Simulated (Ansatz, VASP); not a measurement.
**NaCl: VASP beside Ansatz**

```xyz
2
Lattice="2.7729 2.7729 0.0000 -2.7729 2.7729 0.0000 0.0000 2.7729 2.8155" Properties=species:S:1:pos:R:3 pbc="T T T"
Na    0.0000    0.0000    0.0000
Cl    0.0000    2.7729    0.0000
```

Change from the starting cell: film at in-plane strain -0.01.

Alike in both runs: task single point; functional PBEsol; k mesh 8 × 8 × 8; no spin polarisation.

|  | VASP | Ansatz |
| --- | --- | --- |
| version | VASP 6.6.1 | Ansatz 0.2.0 |
| potentials or method | VASP PAW PBE potentials, release 64 (Na_pv, Cl), cutoff 520 eV | all-electron LAPW, scalar-relativistic |
| occupations | gaussian, width 0.01 eV | fixed |

```csv
,VASP,Ansatz,Ansatz less VASP
gap on the k mesh at the Fermi level (eV),5.06,5.06,+0.004
pressure (GPa),0.4,0.4,-0.02
"traceless stress, the component that is largest in VASP (GPa)",-0.47,-0.47,+0.007
```

VASP's potentials were made for PBE, not for PBEsol. Ansatz ran all-electron here, and VASP with PAW potentials.
